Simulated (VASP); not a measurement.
**Co: relaxation of cell and atoms with PBE**

Co:

```
Co
1.0
     0.00000    1.76910    1.76910
     1.76910    0.00000    1.76910
     1.76910    1.76910    0.00000
Co
1
Direct
  0.00000 0.00000 0.00000
```

This isn't the form of Co at room conditions, which is hcp.

* Program: VASP 6.6.1
* Task: relaxation of cell and atoms
* Functional: PBE
* Potentials or basis: VASP PAW PBE potentials, release 64 (Co_sv)
* Cutoff: 690 eV
* k mesh: 15 × 15 × 15
* Occupations: fermi-dirac, width 0.1 eV
* Spin: no spin polarisation
* Dipole correction: no
* Further INCAR settings: ALGO = Normal; EDIFF = 1e-07; IBRION = 2; EDIFFG = -0.01; NSW = 80; ISIF = 3

| Quantity | Value |
| --- | --- |
| Relaxed volume | 10.30 Å³/atom |
| Relaxed cell | a = 2.443 Å, b = 2.443 Å, c = 2.443 Å, α = 60.00°, β = 60.00°, γ = 60.00° |
| Space group after relaxing (to 0.1 Å) | Fm-3m (No. 225) |
| Energy gained by relaxing | 41.0 meV/atom |
| Ionic steps | 4 |
| Pressure after relaxing | 0.0 GPa |
| Band gap on the k mesh | zero (an odd number of electrons rules out a gap without spin polarisation) |

Step by step:
```
step  energy change (eV)  largest force (eV/Å)  pressure (GPa)  volume (Å³)
   1              0.0000                0.0000          -15.95        11.07
   2              0.0351                0.0000           29.38         9.40
   3             -0.0409                0.0000           -0.40        10.32
   4             -0.0410                0.0000           -0.01        10.30
```

Final structure:
```cif
data_structure
_symmetry_space_group_name_H-M 'P 1'
_symmetry_Int_Tables_number 1
_cell_length_a 2.4426
_cell_length_b 2.4426
_cell_length_c 2.4426
_cell_angle_alpha 60.000
_cell_angle_beta 60.000
_cell_angle_gamma 60.000
_cell_volume 10.30
loop_
_atom_site_label
_atom_site_type_symbol
_atom_site_fract_x
_atom_site_fract_y
_atom_site_fract_z
_atom_site_occupancy
Co1 Co 0.00000 0.00000 0.00000 1
```

Levels at points of the mesh, in eV from the Fermi level:
```csv
k point,band 6,band 7,band 8,band 9,band 10,band 11
"(0.00, 0.00, 0.00)",-1.93,-1.93,-1.93,-0.56,-0.56,23.32
```

It took 25 s on 1 thread of Intel(R) Xeon(R) 6975P-C (Granite Rapids) (shared host), peak memory 0.15 GiB.

Caveat: the run has no spin polarisation, though such a crystal can be magnetic. Spin polarisation is off, so any magnetic state and its effect on volume and gap are missing.
